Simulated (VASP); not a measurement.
**BeTe: single point with r2SCANh**

The system is BeTe.

```xyz
2
Lattice="0.0000 2.8286 2.8286 2.8286 0.0000 2.8286 2.8286 2.8286 0.0000" Properties=species:S:1:pos:R:3 pbc="T T T"
Be    0.0000    0.0000    0.0000
Te    1.4143    1.4143    1.4143
```

```yaml
Program: VASP 6.6.1
Task: single point
Functional: r2SCANh
Potentials_or_basis: VASP PAW PBE potentials, release 64 (Be, Te)
Cutoff: 520 eV
k_mesh: 6 × 6 × 6
Occupations: gaussian, width 0.01 eV
Spin: no spin polarisation
Dipole_correction: no
Grid_for_exact_exchange_PRECFOCK: Normal
Further_INCAR_settings: ALGO = Normal; EDIFF = 1e-06; NBANDS = 11
Share_of_exact_exchange: 0.1
```

```json
{"Pressure": "-0.2 GPa", "Band gap on the k mesh": "2.84 eV (least direct gap 4.58 eV)"}
```

Levels at points of the mesh, in eV from the valence-band top:
```
           k point  band 1  band 2  band 3  band 4  band 5  band 6  band 7  band 8  band 9
(0.00, 0.00, 0.00)  -13.13    0.00    0.00    0.00    4.58    4.58    4.58    4.87    9.60
(0.50, 0.00, 0.00)  -11.67   -5.91   -1.19   -1.19    4.01    5.58    5.58    9.05   12.34
(0.50, 0.50, 0.00)  -11.12   -5.49   -2.79   -2.79    2.84    3.51   11.18   11.18   13.11
```

It took 9.1 min on 1 thread of Oxide Virtual Turin-like Processor, on a shared host, peak memory 0.16 GiB.

Caveat: the PAW data sets were made with another functional, which shifts forces and pressure a little; spin-orbit coupling is left out, which moves the levels of the heavy elements. A k mesh can miss the band edges.
